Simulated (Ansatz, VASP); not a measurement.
Two plane-wave programs on Hf2TaN2

```
Hf Ta N
1.0
     4.54001    0.00000    0.00000
    -2.27000    3.93176    0.00000
     0.00000    0.00000    4.13144
Hf Ta N
2 1 2
Direct
  0.33333 0.66667 0.50000
  0.66667 0.33333 0.50000
  0.00000 0.00000 0.00000
  0.33333 0.66667 0.00000
  0.66667 0.33333 0.00000
```

Alike in both runs: task single point; functional PBE; k mesh 6 × 6 × 4; occupations gaussian, width 0.1 eV; no spin polarisation.

```csv
,VASP,Ansatz
version,VASP 6.6.1,Ansatz 0.2.0
potentials or method,"VASP PAW PBE potentials, release 64 (Hf_pv, Ta_pv, N), cutoff 520 eV","scalar-relativistic, plane waves, PAW"
valence electrons in the cell,41,75
```

|  | VASP | Ansatz | Ansatz less VASP |
| --- | --- | --- | --- |
| gap on the k mesh at the Fermi level (eV) | none | none | - |
| pressure (GPa) | 2.0 | 2.3 | +0.32 |
| traceless stress, the component that is largest in VASP (GPa) | -8.50 | -8.49 | +0.008 |

A gap of «none» marks a metal or a gap that the smearing closes. VASP's potentials hold 41 valence electrons a cell and Ansatz's 75, so a difference there can come from the potentials and not from the codes.

The k mesh is coarse, so the values compare programs but aren't converged. Neither program's run includes spin-orbit coupling.
